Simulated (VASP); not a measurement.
# Si3H2C2 in VASP: a series of runs

Runs on Si3H2C2. Level: LDA. Tasks: single point.

Everything below comes from runs of VASP 6.6.1. Logs are shortened: lines on timing, memory, paths and dates and some standing lists are left out, and cuts for length are marked.

## Step 1: The cell of the first run

The cell holds a slab with vacuum, 28 atoms: a = 6.122 Å, b = 6.122 Å, c = 18.034 Å, α = 90.00°, β = 90.00°, γ = 90.00°.

## Step 2: Single point, LDA

File INCAR:

```
SYSTEM = Si3H2C2
  PREC = Accurate
  ENCUT = 520
  EDIFF = 1E-6
  ISMEAR = 0
  SIGMA = 0.05
  LREAL = Auto
  LASPH = .True.
  NELM = 60
  ALGO = Normal
  ISIF = 2
  LWAVE = .False.
  LCHARG = .False.
  LDIPOL = .True.
  IDIPOL = 3
  DIPOL = 0.5 0.5 0.339
  NBANDS = 64
```

File KPOINTS:

```
Automatic mesh
0
Gamma
  4 4 1
  0 0 0
```

File POSCAR:

```
Si3H2C2
1.0
    6.1223116280      0.0000000000      0.0000000000
    0.0000000000      6.1223116280      0.0000000000
    0.0000000000      0.0000000000     18.0336064671
Si C H
12 8 8
Direct
    0.2500000000      0.2500000000      0.2691906584
    0.2500000000      0.7500000000      0.2691906584
    0.7500000000      0.2500000000      0.2691906584
    0.7500000000      0.7500000000      0.2691906584
    0.4976528281      0.5048754293      0.3936994898
    0.4976528281     -0.0048754293      0.3936994898
    0.0023475536      0.5048753261      0.3936995651
    0.0023475536     -0.0048753261      0.3936995651
    0.7500000170      0.7500000000      0.5117266002
    0.7500005511      0.2500000000      0.5128815837
    0.2499996144      0.7500000000      0.5453273249
    0.2500002151      0.2500000000      0.5120561097
    0.7500000000      0.5000000000      0.3292053881
    0.7500000000      0.0000000000      0.3292053881
    0.2500000000      0.5000000000      0.3292053881
    0.2500000000      0.0000000000      0.3292053881
    0.0072694066      0.7500000000      0.4550413542
    0.0004519998      0.2500000000      0.4493134934
    0.4927308718      0.7500000000      0.4550414898
    0.4995490869      0.2500000000      0.4493137341
    0.1018236707      0.2500000000      0.2043633518
    0.3981348503      0.2500000000      0.2043580857
    0.3981348503      0.7500000000      0.2043580857
    0.1018236707      0.7500000000      0.2043633518
    0.6018651497      0.2500000000      0.2043580857
    0.8981763293      0.2500000000      0.2043633518
    0.8981763293      0.7500000000      0.2043633518
    0.6018651497      0.7500000000      0.2043580857
```

Potentials or basis: VASP PAW LDA potentials, release 64 (Si, C, H).

Run with:

```console
$ cat potpaw_LDA.64/Si/POTCAR potpaw_LDA.64/C/POTCAR potpaw_LDA.64/H/POTCAR > POTCAR
$ mpirun -np 1 vasp_std > vasp.out
```

OUTCAR:

```text
SYSTEM = Si3H2C2
   PREC = Accurate
   ENCUT = 520
   EDIFF = 1E-6
   ISMEAR = 0
   LREAL = Auto
   LASPH = .True.
   NELM = 60
   ISIF = 2

 ion  position               nearest neighbor table
   1  0.250  0.250  0.269-  22 1.48  21 1.48  15 1.87  16 1.87   2 3.06   3 3.06   2 3.06   3 3.06
                             7 3.13   8 3.13   5 3.13   6 3.13
   2  0.250  0.750  0.269-  23 1.48  24 1.48  15 1.87  16 1.87   1 3.06   4 3.06   1 3.06   4 3.06
                             5 3.10   6 3.10   7 3.10   8 3.10
   3  0.750  0.250  0.269-  25 1.48  26 1.48  13 1.87  14 1.87   1 3.06   4 3.06   4 3.06   1 3.06
                             5 3.14   6 3.14   7 3.14   8 3.14
   4  0.750  0.750  0.269-  28 1.48  27 1.48  13 1.87  14 1.87   2 3.06   3 3.06   3 3.06   2 3.06
                             5 3.11   6 3.11   7 3.11   8 3.11
   5  0.498  0.505  0.394-  20 1.85  19 1.86  15 1.91  13 1.93   6 3.00   9 3.03   7 3.03  12 3.05
                            10 3.07   7 3.09   2 3.10   4 3.11   6 3.12   1 3.13   3 3.14
   6  0.498  0.995  0.394-  20 1.85  19 1.86  16 1.91  14 1.93   5 3.00   9 3.03   8 3.03  12 3.05
                            10 3.07   8 3.09   2 3.10   4 3.11   5 3.12   1 3.13   3 3.14
   7  0.002  0.505  0.394-  18 1.85  17 1.86  15 1.91  13 1.93   8 3.00   9 3.03   5 3.03  12 3.05
                            10 3.07   5 3.09   2 3.10   4 3.11   8 3.12   1 3.13   3 3.14
   8  0.002  0.995  0.394-  18 1.85  17 1.86  16 1.91  14 1.93   7 3.00   9 3.03   6 3.03  12 3.05
                            10 3.07   6 3.09   2 3.10   4 3.11   7 3.12   1 3.13   3 3.14
   9  0.750  0.750  0.512-  19 1.88  17 1.88   5 3.03   6 3.03   7 3.03   8 3.03  10 3.06  10 3.06
                            11 3.12  11 3.12
  10  0.750  0.250  0.513-  20 1.91  18 1.91  12 3.06  12 3.06   9 3.06   9 3.06   7 3.07   8 3.07
                             5 3.07   6 3.07
  11  0.250  0.750  0.545-  17 2.20  19 2.20  12 3.12  12 3.12   9 3.12   9 3.12
  12  0.250  0.250  0.512-  18 1.90  20 1.90   7 3.05   8 3.05   5 3.05   6 3.05  10 3.06  10 3.06
                            11 3.12  11 3.12
  13  0.750  0.500  0.329-   3 1.87   4 1.87   5 1.93   7 1.93
  14  0.750  0.000  0.329-   3 1.87   4 1.87   6 1.93   8 1.93
  15  0.250  0.500  0.329-   1 1.87   2 1.87   7 1.91   5 1.91
  16  0.250  0.000  0.329-   1 1.87   2 1.87   8 1.91   6 1.91
  17  0.007  0.750  0.455-   7 1.86   8 1.86   9 1.88  11 2.20
  18  0.000  0.250  0.449-   7 1.85   8 1.85  12 1.90  10 1.91
  19  0.493  0.750  0.455-   5 1.86   6 1.86   9 1.88  11 2.20
  20  0.500  0.250  0.449-   5 1.85   6 1.85  12 1.90  10 1.91
  21  0.102  0.250  0.204-   1 1.48
  22  0.398  0.250  0.204-   1 1.48
  23  0.398  0.750  0.204-   2 1.48
  24  0.102  0.750  0.204-   2 1.48
  25  0.602  0.250  0.204-   3 1.48
  26  0.898  0.250  0.204-   3 1.48
  27  0.898  0.750  0.204-   4 1.48
  28  0.602  0.750  0.204-   4 1.48

  LATTYP: Found a simple tetragonal cell.
 ALAT       =     6.1223116280
 C/A-ratio  =     2.9455551372

  Lattice vectors:

 A1 = (   6.1223116280,   0.0000000000,   0.0000000000)
 A2 = (   0.0000000000,   6.1223116280,   0.0000000000)
 A3 = (   0.0000000000,   0.0000000000,  18.0336064671)

Analysis of symmetry for initial positions (statically):
=====================================================================
 Subroutine PRICEL returns:
 Original cell was already a primitive cell.

 Routine SETGRP: Setting up the symmetry group for a
 simple tetragonal supercell.

 Subroutine GETGRP returns: Found  2 space group operations
 (whereof  1 operations were pure point group operations)
 out of a pool of 16 trial point group operations.

The static configuration has the point symmetry C_1 .
 The point group associated with its full space group is C_1h.

Analysis of symmetry for dynamics (positions and initial velocities):
=====================================================================
 Subroutine PRICEL returns:
 Original cell was already a primitive cell.

 Routine SETGRP: Setting up the symmetry group for a
 simple tetragonal supercell.

 Subroutine GETGRP returns: Found  2 space group operations
 (whereof  1 operations were pure point group operations)
 out of a pool of 16 trial point group operations.

The dynamic configuration has the point symmetry C_1 .
 The point group associated with its full space group is C_1h.

 Subroutine INISYM returns: Found  2 space group operations
 (whereof  1 operations are pure point group operations),
 and found     1 'primitive' translations

----------------------------------------------------------------------------------------

                                     Primitive cell

  volume of cell :     675.9483

[... 91 lines left out ...]
 ===========================================

 Found      9 irreducible k-points:

 Following reciprocal coordinates:
            Coordinates               Weight
  0.000000  0.000000  0.000000      1.000000
  0.250000  0.000000  0.000000      2.000000
  0.000000  0.250000  0.000000      2.000000
  0.500000  0.000000  0.000000      1.000000
  0.000000  0.500000  0.000000      1.000000
  0.250000  0.250000  0.000000      4.000000
  0.500000  0.250000  0.000000      2.000000
 -0.250000  0.500000  0.000000      2.000000
  0.500000  0.500000  0.000000      1.000000
   k-points           NKPTS =      9   k-points in BZ     NKDIM =      9   number of bands    NBANDS=     64
   number of dos      NEDOS =    301   number of ions     NIONS =     28
   total plane-waves  NPLWV = 322560
   dimension x,y,z NGX =    48 NGY =   48 NGZ =  140
   dimension x,y,z NGXF=    96 NGYF=   96 NGZF=  280
   ions per type =              12   8   8
   NGX,Y,Z   is equivalent  to a cutoff of  13.03, 13.03, 12.91 a.u.
   NGXF,Y,Z  is equivalent  to a cutoff of  26.07, 26.07, 25.81 a.u.
 SYSTEM =  Si3H2C2
   PREC   = accura    normal or accurate (medium, high low for compatibility)
   ISTART =      0    job   : 0-new  1-cont  2-samecut
   ICHARG =      2    charge: 1-file 2-atom 10-const
   ISPIN  =      1    spin polarized calculation?
   LNONCOLLINEAR =      F non collinear calculations
   LSORBIT =      F    spin-orbit coupling
   LASPH  =      T    aspherical Exc in radial PAW
   ENCUT  =  520.0 eV  38.22 Ry    6.18 a.u.  11.38 11.38 33.53*2*pi/ulx,y,z
   NELM   =     60;   NELMIN=  2; NELMDL= -5     # of ELM steps
   EDIFF  = 0.1E-05   stopping-criterion for ELM
   LREAL  =      T    real-space projection
   EDIFFG = 0.1E-04   stopping-criterion for IOM
   NSW    =      0    number of steps for IOM
   IBRION =     -1    ionic relax: 0-MD 1-quasi-New 2-CG
   NFREE  =      0    steps in history (QN), initial steepest desc. (CG)
   ISIF   =      2    stress and relaxation
   ISYM   =      2    0-nonsym 1-usesym 2-fastsym
   POTIM  = 0.5000    time-step for ionic-motion
   TEBEG  =    0.0;   TEEND  =   0.0 temperature during run
   PSTRESS=    0.0 pullay stress
   NELECT =      88.0000    total number of electrons
   NUPDOWN=      -1.0000    fix difference up-down
   EMIN   =  10.00;   EMAX   =-10.00  energy-range for DOS
   EFERMI =   0.00;   METHOD = LEGACY
   ISMEAR =     0;   SIGMA  =   0.05  broadening in eV -4-tet -1-fermi 0-gaus
   EFERMI_NEDOS =   21; number of points for ismear=-14 and -15
   IALGO  =     38    algorithm
   IMIX   =      4    mixing-type and parameters
     AMIX     =   0.40;   BMIX     =  1.00
     AMIX_MAG =   1.60;   BMIX_MAG =  1.00
  volume/ion in A,a.u.               =      24.14       162.91
  Fermi-wavevector in a.u.,A,eV,Ry     =   0.829719  1.567942  9.366717  0.688434
  Thomas-Fermi vector in A             =   1.942314
   LORBIT       =      0    0 simple, 1 ext, 2 COOP (PROOUT), +10 PAW based schemes
   GGA     = CA    functional components
   LHFCALC =     F    Hartree Fock is set to
   AEXX    =    0.0000 exact exchange contribution
   IVDW    =     0    specifies the selected vdW correction
   LEPSILON=     F    determine dielectric tensor
   LRPA    =     F    only Hartree local field effects (RPA)
 non-spin polarized calculation
 Gauss-broadening in eV      SIGMA  =   0.05
  energy-cutoff  :      520.00
  volume of cell :      675.95
 maximum number of plane-waves:     18238
 NGX is ok and might be reduce to    48
   NGX = 23   NGY = 23   NGZ = 67

 dipolmoment           0.000000      0.000000     -0.001016 electrons x Angstroem

 number of electron      88.0000002 magnetization

 dipolmoment           0.000000      0.000000      0.448536 electrons x Angstroem

 Free energy of the ion-electron system (eV)
  ---------------------------------------------------
  ext. energy  EPLUGINS =         0.00000000
  ---------------------------------------------------
  free energy    TOTEN  =      -168.91501465 eV

  energy without entropy =     -168.90408841  energy(sigma->0) =     -168.90955153

 E-fermi :   0.5762     XC(G=0):  -5.2706

 val. band max:        0.5546335088   @ k =   0.0000   0.2500   0.0000
 cond. band min:       0.5798685854   @ k =   0.0000   0.0000   0.0000
 fundamental gap:      0.0252350766
 Fermi energy:         0.5762241057

 k-point     1 :       0.0000    0.0000    0.0000
  band No.  band energies     occupation
      1     -15.3580      2.00000
      2     -13.3385      2.00000
      3     -12.9404      2.00000
      4     -12.8436      2.00000
      5     -12.4038      2.00000
      6     -12.0593      2.00000
[... 520 lines left out ...]
     55       3.7431      0.00000
     56       3.8168      0.00000
 [bands above 56 left out]

------------------------ aborting loop because EDIFF is reached ----------------------------------------

 vacuum level on the upper side and lower side of the slab       (xc-potential included)         0.827        -1.228

  FORCE on cell =-STRESS in cart. coord.  units (eV):
  Direction    XX          YY          ZZ          XY          YZ          ZX
  --------------------------------------------------------------------------------------
  -------------------------------------------------------------------------------------
  Total       31.9102730    -18.0208353    -16.8935328      0.0000000      0.0000000      0.0000213
  in kB       75.6358428    -42.7141776    -40.0421706      0.0000000      0.0000000      0.0000506
  external PRESSURE =      -2.3735018 kB  Pullay stress =       0.0000000 kB

 VOLUME and BASIS-vectors are now :
 -----------------------------------------------------------------------------
  energy-cutoff  :      520.00
  volume of cell :      675.95
      direct lattice vectors                 reciprocal lattice vectors
     6.122311628  0.000000000  0.000000000     0.163336998  0.000000000  0.000000000
     0.000000000  6.122311628  0.000000000     0.000000000  0.163336998  0.000000000
     0.000000000  0.000000000 18.033606467     0.000000000  0.000000000  0.055452025

 POSITION                                       TOTAL-FORCE (eV/Angst)
 -----------------------------------------------------------------------------------
      1.53058      1.53058      4.85448         0.000904      0.000000      1.404972
      1.53058      4.59173      4.85448         0.000921      0.000000      1.303995
      4.59173      1.53058      4.85448        -0.000926      0.000000      1.424030
      4.59173      4.59173      4.85448        -0.000926      0.000000      1.245154
      3.04679      3.09100      7.09982         0.001213     -0.010818     -0.009341
      3.04679      6.09246      7.09982         0.001213      0.010818     -0.009341
[... 20 lines left out ...]
      5.49892      4.59173      3.68541        -0.022281      0.000000     -0.001502
      3.68481      4.59173      3.68531         0.020701      0.000000     -0.002088
 -----------------------------------------------------------------------------------
    total drift:                                0.000012     -0.000000     -0.064257

  FREE ENERGIE OF THE ION-ELECTRON SYSTEM (eV)
  ---------------------------------------------------
  free  energy   TOTEN  =      -168.9150146463 eV

  energy  without entropy=     -168.9040884064  energy(sigma->0) =     -168.90955153

 vacuum level on the upper side and lower side of the slab         5.832         3.719
```

It took 9.8 min on 1 thread of Intel Xeon 6975P-C (Granite Rapids), shared host; peak memory 0.64 GiB.

Results:

| Item | Value |
| --- | --- |
| Free energy | -168.9150 eV |
| Largest force | 3.082 eV/Å |
| Band gap on the k mesh | zero (bands 44 and 45 overlap by 1.44 eV) |

Forces on the atoms (eV/Å):
```
Si   0.001  0.000  1.405
Si   0.001  0.000  1.304
Si  -0.001  0.000  1.424
Si  -0.001  0.000  1.245
Si   0.001 -0.011 -0.009
Si   0.001  0.011 -0.009
Si  -0.001 -0.011 -0.009
Si  -0.001  0.011 -0.009
Si   0.000  0.000  0.012
Si   0.000  0.000  0.026
Si   0.000  0.000 -3.082
Si   0.000  0.000  0.305
C    0.000  0.267 -0.521
C    0.000 -0.267 -0.521
C    0.000  0.119 -0.854
C    0.000 -0.119 -0.854
C    0.013  0.000  0.032
C   -0.001  0.000  0.011
C   -0.013  0.000  0.032
C    0.001  0.000  0.011
H    0.017  0.000  0.003
H   -0.015  0.000  0.002
H   -0.010  0.000  0.011
H    0.012  0.000  0.012
H    0.002  0.000  0.018
H   -0.003  0.000  0.018
H   -0.022  0.000 -0.002
H    0.021  0.000 -0.002
```

(Continued in part 2 of 2.)

The gap in the log of VASP goes by the Fermi energy; the results here count the filled bands.